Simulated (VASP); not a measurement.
A run of VASP 6.6.1 is set up as follows.

Contents of INCAR:

```
SYSTEM = HfC
PREC = Accurate ; ENCUT = 520
EDIFF = 1E-7 ; ISMEAR = -1
SIGMA = 0.08 ; LREAL = .False.
LASPH = .True. ; NELM = 100
ALGO = Normal ; ISIF = 2
LWAVE = .False. ; LCHARG = .False.
GGA = PE ; NBANDS = 22
```

File KPOINTS:

```
regular mesh
0
Gamma
  13 13 7
  0 0 0
```

Contents of POSCAR:

```
HfC
1.0
    3.8529833569      0.0000000000      0.0000000000
   -1.9264916784      3.3367814675      0.0000000000
    0.0000000000      0.0000000000      4.6375231178
Hf C
2 2
Direct
    0.3333333333      0.6666666667     -0.0604410183
    0.6666666667      0.3333333333      0.4395589817
    0.3333333333      0.6666666667      0.4364410183
    0.6666666667      0.3333333333      0.9364410183
```

Potentials or basis: VASP PAW PBE potentials, release 64 (Hf_pv, C).

The run is started by

```bash
$ cat potpaw_PBE.64/Hf_pv/POTCAR potpaw_PBE.64/C/POTCAR > POTCAR
$ mpirun -np 1 vasp_std > vasp.out
```

Estimate the pressure.

-0.5 GPa.

Predict the band gap on the k mesh.

zero (band 14 reaches 5.69 eV, above the bottom of band 15 at 4.18 eV).

Caveat: spin-orbit coupling is left out, which moves the levels of the heavy elements.
